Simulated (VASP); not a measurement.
ZnSe (Stilleite), 2 atoms in the cell. Symmetry: F-43m, No. 216, cubic system. Conventional cell: a = 5.761 Å, b = 5.761 Å, c = 5.761 Å, α = 90.00°, β = 90.00°, γ = 90.00°. Zn (site symmetry -43m) has 4 Se at 2.49 Å within 3.3 Å. Se (site symmetry -43m) has 4 Zn at 2.49 Å within 3.3 Å. 

| Quantity | Value |
| --- | --- |
| Program | VASP 6.6.1 |
| Task | single point |
| Functional | PBEsol |
| Potentials or basis | VASP PAW PBE potentials, release 64 (Zn, Se) |
| Cutoff | 520 eV |
| k mesh | 6 × 6 × 6 |
| Occupations | gaussian, width 0.01 eV |
| Spin | no spin polarisation |
| Dipole correction | no |
| Further INCAR settings | ALGO = Normal; EDIFF = 1e-06; NBANDS = 16 |

Potentials or basis: VASP PAW PBE potentials, release 64 (Zn, Se).

Launch:

```console
$ cat potpaw_PBE.64/Zn/POTCAR potpaw_PBE.64/Se/POTCAR > POTCAR
$ mpirun -np 1 vasp_std > vasp.out
```

Hardware: 1 thread of Intel Xeon 6975P-C, on a shared host.

**Question.** How long does it take, and how much memory?

**Answer.** Wall time 9.4 s on 1 thread of Intel Xeon 6975P-C (shared host), peak memory 0.17 GiB. Counts: scf iterations 12, k points 16.
